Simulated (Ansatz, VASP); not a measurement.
**Sn3Te: VASP beside Ansatz**

The input INCAR:

```
SYSTEM = Sn3Te
PREC     = Accurate       ! precision mode
ENCUT    = 600            ! plane-wave cutoff, eV
EDIFF    = 1E-6           ! SCF threshold, eV
ISMEAR   = 0              ! smearing method
SIGMA    = 0.1            ! smearing width, eV
LREAL    = .FALSE.        ! projectors in reciprocal space
LASPH    = .TRUE.         ! aspherical terms in the spheres
NELM     = 60             ! most SCF steps
ALGO     = Normal         ! electronic algorithm
ISIF     = 3              ! what is computed and relaxed
LWAVE    = .FALSE.        ! write WAVECAR
LCHARG   = .FALSE.        ! write CHGCAR
GGA      = PE             ! functional
IBRION   = 2              ! ionic algorithm
NSW      = 90             ! ionic steps
EDIFFG   = -0.04          ! ionic threshold
```

File KPOINTS:

```
Automatic mesh
0
G
  4 4 2
  0 0 0
```

File POSCAR:

```
Sn3Te
1.0
    3.8476506100      0.0000000000      0.0000000000
    0.0000000000      3.8476506100      0.0000000000
    0.0000000000      0.0000000000     10.0481840900
Sn Te
3 1
Direct
    0.5000000000      0.5000000000      0.7654517900
    0.0000000000      0.0000000000      0.5000000000
    0.5000000000      0.5000000000      0.2345482100
    0.0000000000      0.0000000000      0.0000000000
```

Input for Ansatz:

```yaml
crystal:
  lattice:
    - [3.84765061, 0.0, 0.0]
    - [0.0, 3.84765061, 0.0]
    - [0.0, 0.0, 10.04818409]
  atoms:
    - { symbol: Sn, position: [0.5, 0.5, 0.76545179] }
    - { symbol: Sn, position: [0.0, 0.0, 0.5] }
    - { symbol: Sn, position: [0.5, 0.5, 0.23454821] }
    - { symbol: Te, position: [0.0, 0.0, 0.0] }
basis:
  ecutwfc: 420
kpoints:
  mp_grid: { grid: [4, 4, 2] }
hamiltonian:
  xc: pbe
scf:
  occupations: { method: gaussian, width: 0.1 }
  lower_state_search: "off"
output:
  forces: true
  stress: true
  eigenvalues: true
relax:
  adjacent_minimum: "off"
  f_tol: 0.04
  max_steps: 70
  cell: { stress_tol: 0.4 }
```

Change from the starting cell: species swapped into the Dy3Mg type (P4/mmm, No. 123).

Alike in both runs: task relaxation of cell and atoms; functional PBE; k mesh 4 × 4 × 2; occupations gaussian, width 0.1 eV; no spin polarisation.

|  | VASP | Ansatz |
| --- | --- | --- |
| version | VASP 6.6.1 | Ansatz 0.2.0 |
| potentials or method | VASP PAW PBE potentials, release 64 (Sn_d, Te), cutoff 600 eV | scalar-relativistic, plane waves, PAW |
| valence electrons in the cell | 48 | 58 |

```csv
,VASP,Ansatz,Ansatz less VASP
"gap on the k mesh at the Fermi level, each at its own relaxed structure (eV)",none,none,-
relaxed volume (Å³/atom),27.99,28.73,+0.738
relaxed cell length with the largest relative difference (Å),7.037,10.309,+3.2720
```

A gap of «none» marks a metal or a gap that the smearing closes. One of these differences is far larger than is usual between the two programs; its cause wasn't traced. VASP's potentials hold 48 valence electrons a cell and Ansatz's 58, so a difference there can come from the potentials and not from the codes.

The k mesh is coarse, so the values compare programs but aren't converged. Neither program's run includes spin-orbit coupling. Noted on VASP's run: the volume moved by over 15 % at a fixed basis, so the end points are rough.
